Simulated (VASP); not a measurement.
Ga4Ge:

```
Ga Ge
1.0
    -3.10188    3.10188    3.10188
     3.10188   -3.10188    3.10188
     3.10188    3.10188   -3.10188
Ga Ge
4 1
Direct
  0.34960 0.34960 0.34960
  0.65040 0.00000 0.00000
  0.00000 0.00000 0.65040
  0.00000 0.65040 0.00000
  0.00000 0.00000 0.00000
```

Base run:

- Program: VASP 6.6.1
- Functional: r2SCAN
- Potentials or basis: VASP PAW PBE potentials, release 64 (Ga_d, Ge_d)
- Cutoff: 520 eV
- k mesh: 4 × 4 × 4
- Occupations: fermi-dirac, width 0.1 eV
- Spin: no spin polarisation

Its results: band gap on the k mesh zero (band 33 reaches 3.91 eV, above the bottom of band 34 at 2.34 eV); pressure 41.4 GPa; largest force 14.392 eV/Å.

**Question.** The run is repeated on the same cell with these changes: functional from r2SCAN to PBE. What comes out?

**Answer.** Band gap on the k mesh zero (band 33 reaches 4.05 eV, above the bottom of band 34 at 2.52 eV); pressure 42.6 GPa; largest force 14.587 eV/Å.

Caveats: the PAW data sets were made with another functional, which shifts forces and pressure a little (some runs); forces of over 1 eV/Å act on the atoms, so gaps and moduli don't describe the material at rest (some runs).
